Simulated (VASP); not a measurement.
Runs of VASP 6.6.1 on RuC2. The structure is that of space group I4/mmm (No. 139), or close to it. The cells are those of the table. 

```csv
task,cell,k mesh,cutoff (eV),gap on the mesh (eV),pressure (GPa),largest force (eV/Å)
single point,"a = 3.973 Å, angles 138.6, 138.6, 59.9°, 3 atoms",8 × 8 × 8,520,none,-12.8,0.52
single point,"a = 3.883 Å, angles 138.4, 138.4, 60.3°, 3 atoms",24 × 24 × 24,520,none,0.1,(b)
relaxation of cell and atoms,"relaxed from a = 3.973 Å, angles 138.6, 138.6, 59.9°, 3 atoms",8 × 8 × 8,600,none,0.0,-
single point,"a = 3.880 Å, angles 138.3, 138.3, 60.5°, 3 atoms",8 × 8 × 8,520,none,(a),0.03
```

Alike in all rows: level PBE; potentials or basis VASP PAW PBE potentials, release 64 (Ru_pv, C); no spin polarisation; smearing gaussian 0.1 eV.

Problem. Estimate the missing entries.

Solution. (a) -0.1; (b) 0.01.

Caveats: some runs use coarse meshes.

A k mesh can miss the band edges, and the runs leave out spin-orbit coupling on Ru.

A gap of «none» marks levels without a gap at the run's occupations.
